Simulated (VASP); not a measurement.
Crystal: MgS.

```xyz
2
Lattice="-0.0865 2.5150 2.5150 2.5150 -0.0865 2.5150 2.5150 2.5150 -0.0865" Properties=species:S:1:pos:R:3 pbc="T T T"
Mg    0.0000    0.0000    0.0000
S     2.4717    2.4717    2.4717
```

This cell differs from its parent crystal: strain along [111] -5.0%.

Base run:

* Program: VASP 6.6.1
* Functional: PBE
* Potentials or basis: VASP PAW PBE potentials, release 64 (Mg, S)
* Cutoff: 520 eV
* k mesh: 8 × 8 × 8
* Occupations: fermi-dirac, width 0.02 eV
* Spin: no spin polarisation

Its results: band gap on the k mesh 2.52 eV, indirect (least direct gap 3.76 eV); pressure 5.3 GPa.

Question: The run is repeated on the same cell with these changes: functional from PBE to r2SCAN; occupations from fermi-dirac, width 0.02 eV to gaussian, width 0.01 eV. What comes out?

Answer: Band gap on the k mesh 3.16 eV, indirect (least direct gap 4.67 eV); pressure 4.1 GPa.

Caveats: the PAW data sets were made with another functional, which shifts forces and pressure a little (some runs).

A k mesh can miss the band edges.
